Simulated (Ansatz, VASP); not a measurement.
**ZnS: VASP beside Ansatz**

Contents of INCAR:

```
PREC     = Accurate       # precision mode
ENCUT    = 520            # plane-wave cutoff, eV
EDIFF    = 1E-7           # SCF threshold, eV
ISMEAR   = 0              # smearing method
SIGMA    = 0.05           # smearing width, eV
LREAL    = F              # projectors in reciprocal space
LASPH    = T              # aspherical terms in the spheres
NELM     = 80             # most SCF steps
ALGO     = Normal         # electronic algorithm
ISIF     = 2              # what is computed and relaxed
LWAVE    = F              # write WAVECAR
LCHARG   = F              # write CHGCAR
GGA      = PE             # functional
NBANDS   = 16             # bands
```

KPOINTS

```
Automatic mesh
0
Gamma
  8 8 8
```

POSCAR

```
ZnS
1.0
    0.0000000000      2.7215639846      2.7215639846
    2.7215639846      0.0000000000      2.7215639846
    2.7215639846      2.7215639846      0.0000000000
Zn S
1 1
Direct
    0.0000000000      0.0000000000      0.0000000000
    0.7500000000      0.7500000000      0.6720550994
```

Input for Ansatz:

```yaml
crystal:
  lattice:
    - [0.0, 2.7215639846, 2.7215639846]
    - [2.7215639846, 0.0, 2.7215639846]
    - [2.7215639846, 2.7215639846, 0.0]
  atoms:
    - { symbol: Zn, position: [0.0, 0.0, 0.0] }
    - { symbol: S, position: [0.75, 0.75, 0.6720550994] }
basis:
  ecutwfc: 420
kpoints:
  mp_grid: { grid: [8, 8, 8] }
hamiltonian:
  xc: pbe
scf:
  occupations: { method: gaussian, width: 0.05 }
output:
  forces: true
  stress: true
  eigenvalues: true
```

Alike in both runs: task single point; functional PBE; k mesh 8 × 8 × 8; occupations gaussian, width 0.05 eV; no spin polarisation.

|  | VASP | Ansatz |
| --- | --- | --- |
| version | VASP 6.6.1 | Ansatz 0.2.0 |
| potentials or method | VASP PAW PBE potentials, release 64 (Zn, S), cutoff 520 eV | scalar-relativistic, plane waves, PAW |
| valence electrons in the cell | 18 | 18 |

```csv
,VASP,Ansatz,Ansatz less VASP
gap on the k mesh at the Fermi level (eV),1.95,1.94,-0.009
least direct gap on the mesh (eV),1.95,1.94,-0.009
pressure (GPa),3.1,2.9,-0.15
"traceless stress, the component that is largest in VASP (GPa)",-5.07,-5.01,+0.060
rms of the force components (eV/Å),1.226,1.220,-0.0061
```

Atom by atom the forces differ by 0.006 eV/Å (rms over components). With one functional, cell and mesh, what is left measures potentials, basis and numerics.
